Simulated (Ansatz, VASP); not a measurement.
Zr2F3: VASP beside Ansatz

```
CELL_PARAMETERS angstrom
2.92762 1.69026 2.34662
-2.92762 1.69026 2.34662
0.00000 -3.38053 2.34662
ATOMIC_POSITIONS crystal
Zr 0.26918 0.26918 0.26918
Zr 0.73082 0.73082 0.73082
F 0.00000 0.24975 0.75025
F 0.75025 0.00000 0.24975
F 0.24975 0.75025 0.00000
```

Change from the starting cell: species swapped into the Ni3Se2 type (R32, No. 155).

Alike in both runs: functional PBE; k mesh 12 × 12 × 12; occupations gaussian, width 0.1 eV; no spin polarisation.

Ansatz relaxed the structure, and its values are those at the end. VASP's run is a single point on that final structure, the one shown.

```csv
,VASP,Ansatz
version,VASP 6.6.1,Ansatz 0.2.0
potentials or method,"VASP PAW PBE potentials, release 64 (Zr_sv, F), cutoff 520 eV","scalar-relativistic, plane waves, PAW"
valence electrons in the cell,45,45
```

VASP gave:

| Quantity | Value |
| --- | --- |
| gap on the k mesh at the Fermi level (eV) | none |
| pressure (GPa) | 0.0 |
| rms of the force components (eV/Å) | 0.005 |

**Question.** Estimate Ansatz's values.

**Answer.** gap on the k mesh at the Fermi level (eV): none; pressure (GPa): 0.0; rms of the force components (eV/Å): 0.000.

A gap of «none» marks a metal or a gap that the smearing closes. The functional is the same, so the differences come from potentials, cutoffs and numerics.
